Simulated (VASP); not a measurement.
BN: single point with PBE

Crystal: BN.

```
B N
1.0
     2.60671   -0.05126   -0.08674
    -1.34774    2.23186   -0.08674
    -0.23074   -0.39967    6.88408
B N
2 2
Direct
  0.31742 0.70135 0.26291
  0.70135 0.31742 0.76291
  0.29382 0.68741 0.73709
  0.68741 0.29382 0.23709
```

This cell differs from its parent crystal: strained and its atoms moved.

```
Program                : VASP 6.6.1
Task                   : single point
Functional             : PBE
Potentials or basis    : VASP PAW PBE potentials, release 64 (B, N)
Cutoff                 : 520 eV
k mesh                 : 12 × 12 × 4
Occupations            : gaussian, width 0.02 eV
Spin                   : no spin polarisation
Dipole correction      : no
Further INCAR settings : ALGO = Normal; EDIFF = 1e-07; NBANDS = 16
```

```json
{"Pressure": "1.9 GPa", "Largest force": "5.103 eV/Å", "Band gap on the k mesh": "2.20 eV, indirect (least direct gap 3.29 eV)"}
```

Forces in eV/Å, atoms in the order of the input:
```
B    3.231 -3.633 -1.516
B   -4.761  0.981 -1.516
N    4.772 -0.988  1.516
N   -3.241  3.639  1.516
```

Stress tensor (GPa, compression positive):
```
-5.98 15.61 -1.33
15.61 12.04 -2.30
-1.33 -2.30 -0.49
```

Levels at points of the mesh, in eV from the valence-band top:
```csv
k point,band 5,band 6,band 7,band 8,band 9,band 10,band 11,band 12
"(0.00, 0.00, 0.00)",-4.82,-4.81,-0.04,0.00,3.29,5.86,6.73,8.36
"(0.50, 0.00, 0.00)",-3.87,-3.79,-1.93,-1.43,2.60,3.12,6.09,6.48
"(0.50, 0.50, 0.00)",-6.18,-6.17,-3.60,-2.44,4.13,6.33,7.69,8.73
"(0.00, 0.00, 0.50)",-4.81,-4.81,-0.01,-0.01,4.97,4.97,7.08,7.08
"(0.50, 0.00, 0.50)",-3.85,-3.82,-1.87,-1.40,2.20,3.35,6.11,6.52
"(0.50, 0.50, 0.50)",-6.17,-6.17,-3.05,-3.05,5.05,5.05,8.36,8.36
```

Wall time 42 s on 1 thread of Intel(R) Xeon(R) 6975P-C (Granite Rapids) (shared host), peak memory 0.21 GiB.

Caveat: the cell differs from its parent crystal (strained and its atoms moved); this functional lacks dispersion, which binds the layers, so the pressure and a relaxed spacing across them are unreliable; forces of over 1 eV/Å act on the atoms, so gaps and moduli don't describe the material at rest. A k mesh can miss the band edges.
